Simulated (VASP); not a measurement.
Rb, 1 atom in the cell. The structure is cubic, space group Im-3m (No. 229). The conventional cell has a = 5.400 Å, b = 5.400 Å, c = 5.400 Å, α = 90.00°, β = 90.00°, γ = 90.00°. 

| Item | Value |
| --- | --- |
| Program | VASP 6.6.1 |
| Task | single point |
| Functional | PBEsol |
| Potentials or basis | VASP PAW PBE potentials, release 64 (Rb_sv) |
| Cutoff | 520 eV |
| k mesh | 10 × 10 × 10 |
| Occupations | gaussian, width 0.1 eV |
| Spin | no spin polarisation |
| Dipole correction | no |
| Further INCAR settings | ALGO = Normal; EDIFF = 1e-06; NBANDS = 10 |

Potentials or basis: VASP PAW PBE potentials, release 64 (Rb_sv).

The run is started by

```bash
$ cat potpaw_PBE.64/Rb_sv/POTCAR > POTCAR
$ mpirun -np 1 vasp_std > vasp.out
```

Hardware: 1 thread of AMD EPYC 7R13, on a shared host.

Question: How long does it take, and how much memory?

Answer: It took 52 s on 1 thread of AMD EPYC 7R13, on a shared host, peak memory 0.18 GiB. Counts: scf iterations 10, k points 47.
